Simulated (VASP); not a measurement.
A run of VASP 6.6.1 is set up as follows.

The input INCAR:

```
PREC = Accurate
ENCUT = 520
EDIFF = 1E-6
ISMEAR = -1
SIGMA = 0.05
LREAL = Auto
LASPH = T
NELM = 80
ALGO = Normal
ISIF = 2
LWAVE = F
LCHARG = F
GGA = CA
NBANDS = 64
```

File KPOINTS:

```
regular mesh
0
Gamma
  1 1 1
```

POSCAR

```
H6C2O
1.0
    7.2936330000      0.0000000000      0.0000000000
    0.0000000000      7.2936330000      0.0000000000
    0.0000000000      0.0000000000      7.2936330000
C O H
8 4 24
Direct
    0.8400203301      0.5808216564      0.3602868420
    0.7445809242      0.6046643696      0.1848324422
    0.3475771265      0.6554758102      0.7954883389
    0.2001471695      0.5294755028      0.7120594085
    0.7394942959      0.0738589397      0.2562234760
    0.5405810794      0.0983597612      0.2246342803
    0.8253911322      0.1252325144      0.7432784183
    0.6505948407      0.2370149417      0.7593746491
    0.5480807713      0.6111768991      0.1995713247
    0.2704824879      0.3924244612      0.5934902400
    0.4715619774     -0.0335498098      0.0895986952
    0.5105548908      0.1380656252      0.6742593163
    0.5072095073      0.7424557830      0.1614970208
    0.7997386213      0.7180098039      0.0897906434
    0.7783912352      0.4775260834      0.1020479095
    0.9824459224      0.5155044132      0.3434365288
    0.8519348314      0.7010498060      0.4545060054
    0.7550146820      0.4812827846      0.4337481746
    0.3421751547      0.4400550453      0.4903043518
    0.1282214227      0.4471159983      0.8204690310
    0.0979210223      0.6189233815      0.6338953441
    0.2786265775      0.7355867782      0.9040761991
    0.4441682218      0.5763245834      0.8795342458
    0.4326239064      0.7493384984      0.7018038884
    0.4887687659      0.0179608708     -0.0372653793
    0.4689295444      0.0702804761      0.3558857431
    0.5078264837      0.2455703488      0.1893569364
    0.7932672236      0.1890415929      0.3596972867
    0.7553163149     -0.0558020948      0.3409274911
    0.8286405417      0.0776841939      0.1307167498
    0.3942479694      0.2072218331      0.6755206904
    0.6172095580      0.2560315278      0.9112742580
    0.6770288552      0.3776855786      0.7090293685
    0.9542980844      0.2012303059      0.7688897974
    0.8133532356      0.0141630378      0.8520445161
    0.8369628688      0.0523607371      0.6103405532
```

Potentials or basis: VASP PAW LDA potentials, release 64 (C, O, H).

Launch:

```sh
$ cat potpaw_LDA.64/C/POTCAR potpaw_LDA.64/O/POTCAR potpaw_LDA.64/H/POTCAR > POTCAR
$ mpirun -np 1 vasp_gam > vasp.out
```

(1) Predict the pressure.

(2) What does it give for the largest force?

## Answers

(1) -3.1 GPa.

(2) 2.573 eV/Å.

Caveat: the k points lie up to 0.86 Å⁻¹ apart; the atoms stand as in a frame of molecular dynamics.
